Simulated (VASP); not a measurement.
Sn: single point with PBE

Sn:

```xyz
2
Lattice="0.0000 3.2333 3.2333 3.2333 0.0000 3.2333 3.2333 3.2333 0.0000" Properties=species:S:1:pos:R:3 pbc="T T T"
Sn    4.8500    4.8500    4.8500
Sn    3.2333    3.2333    3.2333
```

```json
{
 "Program": "VASP 6.6.1",
 "Task": "single point",
 "Functional": "PBE",
 "Potentials or basis": "VASP PAW PBE potentials, release 64 (Sn_d)",
 "Cutoff": "520 eV",
 "k mesh": "7 × 7 × 7",
 "Occupations": "gaussian, width 0.011 eV",
 "Spin": "no spin polarisation",
 "Dipole correction": "no",
 "Further INCAR settings": "ALGO = Normal; EDIFF = 1e-07; NBANDS = 21"
}
```

The pressure is 3.8 GPa and the band gap on the k mesh is zero (band 14 reaches 5.84 eV, above the bottom of band 15 at 5.80 eV).

Levels at points of the mesh, in eV from the Fermi level:
```csv
k point,band 10,band 11,band 12,band 13,band 14,band 15,band 16,band 17,band 18,band 19
"(0.00, 0.00, 0.00)",-21.36,-10.72,-0.60,0.04,0.04,0.04,2.12,2.12,2.12,4.99
```

Run time: 15 s on 1 thread of Intel(R) Xeon(R) 6975P-C (Granite Rapids), on a shared host, peak memory 0.2 GiB.

Caveat: spin-orbit coupling is left out, which moves the levels of the heavy elements.
